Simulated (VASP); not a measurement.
# Si6O11 (a cell with a defect) in VASP: further runs

The runs below take Si6O11 (a cell with a defect) through single point, with PBE+D3(BJ).

All numbers are computed with VASP 6.6.1; they aren't measurements. Logs are shortened: lines on timing, memory, paths and dates and some standing lists are left out, and cuts for length are marked.

## Step 1: The cell of the first run

The cell holds a defect, 17 atoms: a = 4.915 Å, b = 5.421 Å, c = 8.513 Å, α = 90.00°, β = 90.00°, γ = 90.00°.

## Step 2: Single point, PBE+D3(BJ) (atom 14 moved -0.125 of the way to it and +0.250 Å across, host rigid)

File INCAR:

```
SYSTEM = Si6O11
PREC     = Accurate       ! precision mode
ENCUT    = 520            ! plane-wave cutoff, eV
EDIFF    = 1E-6           ! SCF threshold, eV
ISMEAR   = 0              ! smearing method
SIGMA    = 0.05           ! smearing width, eV
LREAL    = Auto         
LASPH    = .True.         ! aspherical terms in the spheres
NELM     = 100            ! most SCF steps
ALGO     = Normal         ! electronic algorithm
ISIF     = 2              ! what is computed and relaxed
LWAVE    = .False.        ! write WAVECAR
LCHARG   = .False.        ! write CHGCAR
GGA      = PE             ! functional
IVDW     = 12             ! dispersion correction
NBANDS   = 59             ! bands
NELECT   = 88.0
```

File KPOINTS:

```
regular mesh
0
Gamma
  4 4 2
  0 0 0
```

File POSCAR:

```
Si6O11
1.0
   -2.4573906087      4.2563253884      0.0000000000
    0.0000000000      0.0000000000      5.4210324304
    7.3721718262      4.2563253883      0.0000000000
Si O
6 11
Direct
    0.7669799462      0.6666666667      0.2330200538
    0.2669799462      0.6666666667      0.7330200538
    0.9660401075      0.3333333333      0.5000000000
    0.4660401075      0.3333333333      0.0000000000
    0.2669799462      0.0000000000      0.2669799462
    0.7669799462      0.0000000000      0.7669799462
    0.2730030153      0.2203350802      0.1370425925
    0.7730030153      0.2203350802      0.6370425925
    0.0690623811      0.8870017469      0.7949771961
    0.6579346037      0.5536684135      0.0679802114
    0.1579346037      0.5536684135      0.5679802114
    0.0690623811      0.7796649198      0.2050228039
    0.5690623811      0.7796649198      0.7050228039
    0.1135089975      0.1156402897      0.4732411723
    0.6579346037      0.1129982531      0.9320197886
    0.7730030153      0.4463315865      0.3629574075
    0.2730030153      0.4463315865      0.8629574075
```

Potentials or basis: VASP PAW PBE potentials, release 64 (Si, O).

On the command line:

```sh
> cat potpaw_PBE.64/Si/POTCAR potpaw_PBE.64/O/POTCAR > POTCAR
> mpirun -np 1 vasp_std > vasp.out
```

OUTCAR:

```text
SYSTEM = Si6O11
   PREC = Accurate
   ENCUT = 520
   EDIFF = 1E-6
   ISMEAR = 0
   LREAL = Auto
   LASPH = .True.
   NELM = 100
   ISIF = 2
   GGA = PE
   IVDW = 12
   NELECT = 88.0
 IVDW          = 12

 ion  position               nearest neighbor table
   1  0.767  0.667  0.233-  12 1.62  10 1.62  16 1.63   5 3.06   5 3.06   3 3.06   4 3.06
   2  0.267  0.667  0.733-  13 1.62  11 1.62  17 1.63   9 1.63   6 3.06   6 3.06   4 3.06   3 3.06

   3  0.966  0.333  0.500-  14 1.40   8 1.62  16 1.62  11 1.63   6 3.06   1 3.06   5 3.06   2 3.06

   4  0.466  0.333  0.000-   7 1.62  17 1.62  15 1.63  10 1.63   5 3.06   2 3.06   6 3.06   1 3.06

   5  0.267  0.000  0.267-   7 1.63  12 1.63  14 2.01   4 3.06   1 3.06   1 3.06   3 3.06
   6  0.767  0.000  0.767-  15 1.62   9 1.62   8 1.63  13 1.63   3 3.06   2 3.06   2 3.06   4 3.06

   7  0.273  0.220  0.137-   4 1.62   5 1.63
   8  0.773  0.220  0.637-   3 1.62   6 1.63
   9  0.069  0.887  0.795-   6 1.62   2 1.63
  10  0.658  0.554  0.068-   1 1.62   4 1.63
  11  0.158  0.554  0.568-   2 1.62   3 1.63
  12  0.069  0.780  0.205-   1 1.62   5 1.63
  13  0.569  0.780  0.705-   2 1.62   6 1.63
  14  0.114  0.116  0.473-   3 1.40   5 2.01
  15  0.658  0.113  0.932-   6 1.62   4 1.63
  16  0.773  0.446  0.363-   3 1.62   1 1.63
  17  0.273  0.446  0.863-   4 1.62   2 1.63

  LATTYP: Found a simple orthorhombic cell.
 ALAT       =     4.9147812175
 B/A-ratio  =     1.1030058492
 C/A-ratio  =     1.7320508076

  Lattice vectors:

 A1 = (  -2.4573906087,   4.2563253884,   0.0000000000)
 A2 = (   0.0000000000,   0.0000000000,   5.4210324304)
 A3 = (   7.3721718262,   4.2563253883,   0.0000000000)

Analysis of symmetry for initial positions (statically):
=====================================================================
 Subroutine PRICEL returns:
 Original cell was already a primitive cell.

 Routine SETGRP: Setting up the symmetry group for a
 simple orthorhombic supercell.

 Subroutine GETGRP returns: Found  1 space group operations
 (whereof  1 operations were pure point group operations)
 out of a pool of  8 trial point group operations.

The static configuration has the point symmetry C_1 .

Analysis of symmetry for dynamics (positions and initial velocities):
=====================================================================
 Subroutine PRICEL returns:
 Original cell was already a primitive cell.

 Routine SETGRP: Setting up the symmetry group for a
 simple orthorhombic supercell.

 Subroutine GETGRP returns: Found  1 space group operations
 (whereof  1 operations were pure point group operations)
 out of a pool of  8 trial point group operations.

The dynamic configuration has the point symmetry C_1 .

 Subroutine INISYM returns: Found  1 space group operations
 (whereof  1 operations are pure point group operations),
 and found     1 'primitive' translations

----------------------------------------------------------------------------------------

                                     Primitive cell

  volume of cell :     226.8042

  direct lattice vectors                    reciprocal lattice vectors
    -2.457390609  4.256325388  0.000000000    -0.101733928  0.176208333  0.000000000
     0.000000000  0.000000000  5.421032430     0.000000000  0.000000000  0.184466707
     7.372171826  4.256325388  0.000000000     0.101733928  0.058736111  0.000000000

  length of vectors
     4.914781217  5.421032430  8.512650777     0.203467857  0.184466707  0.117472222

  position of ions in fractional coordinates (direct lattice)
     0.766979946  0.666666667  0.233020054
     0.266979946  0.666666667  0.733020054
     0.966040107  0.333333333  0.500000000
     0.466040107  0.333333333  0.000000000
     0.266979946  0.000000000  0.266979946
     0.766979946  0.000000000  0.766979946
[... 9 lines left out ...]
     0.773003015  0.446331587  0.362957407
     0.273003015  0.446331587  0.862957407

  ion indices of the primitive-cell ions
   primitive index   ion index
                 1           1
                 2           2
                 3           3
                 4           4
                 5           5
                 6           6
[... 9 lines left out ...]
                16          16
                17          17

----------------------------------------------------------------------------------------

 KPOINTS: regular mesh

Automatic generation of k-mesh.
 Grid dimensions read from file:
 generate k-points for:    4    4    2

 Generating k-lattice:

  Cartesian coordinates                     Fractional coordinates (reciprocal lattice)
    -0.025433482  0.044052083  0.000000000     0.250000000  0.000000000 -0.000000000
     0.000000000  0.000000000  0.046116677     0.000000000  0.250000000  0.000000000
     0.050866964  0.029368055  0.000000000     0.000000000  0.000000000  0.500000000

  Length of vectors
     0.050866964  0.046116677  0.058736111

  Shift w.r.t. Gamma in fractional coordinates (k-lattice)
     0.000000000  0.000000000  0.000000000

 Subroutine IBZKPT returns following result:
 ===========================================

 Found     20 irreducible k-points:

 Following reciprocal coordinates:
            Coordinates               Weight
  0.000000  0.000000  0.000000      1.000000
  0.250000  0.000000 -0.000000      2.000000
  0.500000  0.000000 -0.000000      1.000000
  0.000000  0.250000  0.000000      2.000000
  0.250000  0.250000 -0.000000      2.000000
  0.250000 -0.250000 -0.000000      2.000000
[... 12 lines left out ...]
  0.250000  0.500000  0.500000      2.000000
  0.500000  0.500000  0.500000      1.000000
   k-points           NKPTS =     20   k-points in BZ     NKDIM =     20   number of bands    NBANDS=     59
   number of dos      NEDOS =    301   number of ions     NIONS =     17
   total plane-waves  NPLWV = 102400
   dimension x,y,z NGX =    40 NGY =   40 NGZ =   64
   dimension x,y,z NGXF=    80 NGYF=   80 NGZF=  128
   ions per type =               6  11
   NGX,Y,Z   is equivalent  to a cutoff of  13.53, 12.27, 12.50 a.u.
   NGXF,Y,Z  is equivalent  to a cutoff of  27.06, 24.53, 25.00 a.u.
 SYSTEM =  Si6O11
   PREC   = accura    normal or accurate (medium, high low for compatibility)
   ISTART =      0    job   : 0-new  1-cont  2-samecut
   ICHARG =      2    charge: 1-file 2-atom 10-const
   ISPIN  =      1    spin polarized calculation?
   LNONCOLLINEAR =      F non collinear calculations
   LSORBIT =      F    spin-orbit coupling
   LASPH  =      T    aspherical Exc in radial PAW
   ENCUT  =  520.0 eV  38.22 Ry    6.18 a.u.   9.14 10.08 15.83*2*pi/ulx,y,z
   NELM   =    100;   NELMIN=  2; NELMDL= -5     # of ELM steps
   EDIFF  = 0.1E-05   stopping-criterion for ELM
   LREAL  =      T    real-space projection
   EDIFFG = 0.1E-04   stopping-criterion for IOM
   NSW    =      0    number of steps for IOM
   IBRION =     -1    ionic relax: 0-MD 1-quasi-New 2-CG
   NFREE  =      0    steps in history (QN), initial steepest desc. (CG)
   ISIF   =      2    stress and relaxation
   ISYM   =      2    0-nonsym 1-usesym 2-fastsym
   POTIM  = 0.5000    time-step for ionic-motion
   TEBEG  =    0.0;   TEEND  =   0.0 temperature during run
   PSTRESS=    0.0 pullay stress
   NELECT =      88.0000    total number of electrons
   NUPDOWN=      -1.0000    fix difference up-down
   EMIN   =  10.00;   EMAX   =-10.00  energy-range for DOS
   EFERMI =   0.00;   METHOD = LEGACY
   ISMEAR =     0;   SIGMA  =   0.05  broadening in eV -4-tet -1-fermi 0-gaus
   EFERMI_NEDOS =   21; number of points for ismear=-14 and -15
   IALGO  =     38    algorithm
   IMIX   =      4    mixing-type and parameters
     AMIX     =   0.40;   BMIX     =  1.00
     AMIX_MAG =   1.60;   BMIX_MAG =  1.00
  volume/ion in A,a.u.               =      13.34        90.03
  Fermi-wavevector in a.u.,A,eV,Ry     =   1.194040  2.256408 19.398241  1.425730
  Thomas-Fermi vector in A             =   2.330039
   LORBIT       =      0    0 simple, 1 ext, 2 COOP (PROOUT), +10 PAW based schemes
   GGA     = PE    functional components
   LHFCALC =     F    Hartree Fock is set to
   AEXX    =    0.0000 exact exchange contribution
   IVDW    =    12    specifies the selected vdW correction
   LEPSILON=     F    determine dielectric tensor
   LRPA    =     F    only Hartree local field effects (RPA)
 non-spin polarized calculation
 Gauss-broadening in eV      SIGMA  =   0.05
  energy-cutoff  :      520.00
  volume of cell :      226.80
 maximum number of plane-waves:      6164
 NGX is ok and might be reduce to    40
   NGX = 19   NGY = 21   NGZ = 31

 number of electron      88.0000029 magnetization

 Free energy of the ion-electron system (eV)
  ---------------------------------------------------
  ext. energy  EPLUGINS =         0.00000000
  ---------------------------------------------------
  free energy    TOTEN  =      -131.44830983 eV

  energy without entropy =     -131.43640935  energy(sigma->0) =     -131.44235959

 E-fermi :   0.9932     XC(G=0):  -8.9106

 val. band max:        0.9765822994   @ k =   0.0000   0.0000   0.5000
 cond. band min:       0.9961574309   @ k =   0.5000   0.0000   0.5000
 fundamental gap:      0.0195751315
 Fermi energy:         0.9931835431

 k-point     1 :       0.0000    0.0000    0.0000
  band No.  band energies     occupation
      1     -18.6853      2.00000
      2     -18.1068      2.00000
      3     -17.8718      2.00000
      4     -17.4484      2.00000
      5     -17.3961      2.00000
      6     -16.9067      2.00000
[... 48 lines left out ...]
     55      10.9690      0.00000
     56      11.2928      0.00000

 k-point     2 :       0.2500    0.0000   -0.0000
  band No.  band energies     occupation
      1     -18.6127      2.00000
      2     -18.0781      2.00000
      3     -17.9782      2.00000
      4     -17.4076      2.00000
      5     -17.2868      2.00000
      6     -16.9299      2.00000
[... 48 lines left out ...]
     55      11.1029      0.00000
     56      11.2587      0.00000
[... 1001 lines left out ...]
     55      10.9436      0.00000
     56      11.0035      0.00000

 k-point    20 :       0.5000    0.5000    0.5000
  band No.  band energies     occupation
      1     -18.4732      2.00000
      2     -18.1859      2.00000
      3     -17.8481      2.00000
      4     -17.4121      2.00000
      5     -17.1275      2.00000
      6     -17.0843      2.00000
[... 48 lines left out ...]
     55      11.1513      0.00000
     56      11.2896      0.00000
 [bands above 56 left out]

------------------------ aborting loop because EDIFF is reached ----------------------------------------

 Edisp (eV)   -2.42305

 E8    (eV) :    -0.8315

  FORCE on cell =-STRESS in cart. coord.  units (eV):
  Direction    XX          YY          ZZ          XY          YZ          ZX
  --------------------------------------------------------------------------------------
  -------------------------------------------------------------------------------------
  Total     -16.95596   -14.28338    -4.52220    -4.63116    -3.28645     3.22548
  in kB    -119.77933  -100.89989   -31.94549   -32.71518   -23.21595    22.78524
  external pressure =      -84.21 kB  Pullay stress =        0.00 kB

 VOLUME and BASIS-vectors are now :
 -----------------------------------------------------------------------------
  energy-cutoff  :      520.00
  volume of cell :      226.80
      direct lattice vectors                 reciprocal lattice vectors
    -2.457390609  4.256325388  0.000000000    -0.101733928  0.176208333  0.000000000
     0.000000000  0.000000000  5.421032430     0.000000000  0.000000000  0.184466707
     7.372171826  4.256325388  0.000000000     0.101733928  0.058736111  0.000000000

 POSITION                                       TOTAL-FORCE (eV/Angst)
 -----------------------------------------------------------------------------------
     -0.16691      4.25633      3.61402        -0.585305     -0.015902     -2.320016
      4.74788      4.25633      3.61402        -0.014791     -0.138100     -0.093333
      1.31215      6.23994      1.80701         6.193894     -3.313386     11.096605
     -1.14524      1.98362      1.80701        -1.512670     -0.842222     -0.092483
      1.31215      2.27271      0.00000         2.371042     -0.453704      1.325629
      3.76954      6.52903      0.00000         0.072192      0.112477     -0.087531
[... 9 lines left out ...]
      0.77621      4.83502      2.41958        -0.390796     -1.204043      1.033793
      5.69100      4.83502      2.41958         0.350053      0.218600     -0.136792
 -----------------------------------------------------------------------------------
    total drift:                                0.001945     -0.002384     -0.002343

  FREE ENERGIE OF THE ION-ELECTRON SYSTEM (eV)
  ---------------------------------------------------
  free  energy   TOTEN  =      -133.8713647438 eV

  energy  without entropy=     -133.8594642696  energy(sigma->0) =     -133.86541451
```

Wall time 4.2 min (1 thread of Intel Xeon 6975P-C (Granite Rapids), shared host); peak memory 0.37 GiB.

Results:

```
Free energy                : -133.8714 eV
Largest force              : 17.293 eV/Å
Dispersion energy per atom : -0.143 eV
```

Forces on the atoms (eV/Å):
```
Si   -0.585  -0.016  -2.320
Si   -0.015  -0.138  -0.093
Si    6.194  -3.313  11.097
Si   -1.513  -0.842  -0.092
Si    2.371  -0.454   1.326
Si    0.072   0.112  -0.088
O     1.539   0.720  -0.934
O     1.308  -0.648   0.277
O     0.121   0.086  -0.016
O     0.643   0.674   1.184
O    -0.205  -0.136   0.501
O     0.391   0.365   0.879
O    -0.198   0.089   0.047
O   -10.600   4.351 -12.953
O     0.516   0.135   0.289
O    -0.391  -1.204   1.034
O     0.350   0.219  -0.137
```

Caveat: the k points lie up to 0.37 Å⁻¹ apart; the cell carries a net charge on a neutralising background, which shifts energy and pressure; the cell differs from its parent crystal (atom 14 moved -0.125 of the way to it and +0.250 Å across, host rigid); the cell is charged against a uniform background, so pressure and absolute levels hang on convention.

(Part 1 of 2 ends here.)
